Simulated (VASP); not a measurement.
CuO, 4 atoms in the cell. Symmetry: Cc, No. 9, monoclinic system. Conventional cell: a = 4.689 Å, b = 3.427 Å, c = 5.132 Å, α = 90.00°, β = 99.65°, γ = 90.00°. Within 2.5 Å of Cu (site symmetry 1) lie 4 O at 1.91 to 2.02 Å. O (site symmetry 1) has 4 Cu at 1.91 to 2.02 Å within 2.5 Å. 

```yaml
Program: VASP 6.6.1
Task: single point
Functional: PBE
Potentials_or_basis: VASP PAW PBE potentials, release 64 (Cu_sv_GW, O)
Cutoff: 820 eV
k_mesh: 7 × 7 × 4
Occupations: fermi-dirac, width 0.03 eV
Spin: collinear spin, zero start
Starting_moments: "[0.0, 0.0, 0.0, 0.0] μB"
Fixed_moment: 0 μB
Dipole_correction: no
Further_INCAR_settings: ALGO = Normal; EDIFF = 1e-06; NBANDS = 37
```

Potentials or basis: VASP PAW PBE potentials, release 64 (Cu_sv_GW, O).

Run with:

```console
$ cat potpaw_PBE.64/Cu_sv_GW/POTCAR potpaw_PBE.64/O/POTCAR > POTCAR
$ mpirun -np 1 vasp_std > vasp.out
```

Hardware: 1 thread of Intel(R) Xeon(R) Platinum 8259CL CPU @ 2.50GHz (Skylake/Cascade Lake) (shared host).

Question: How long does it take, and how much memory?

Answer: It took 6.8 min on 1 thread of Intel(R) Xeon(R) Platinum 8259CL CPU @ 2.50GHz (Skylake/Cascade Lake) (shared host), peak memory 0.41 GiB. Counts: scf iterations 15, k points 60.
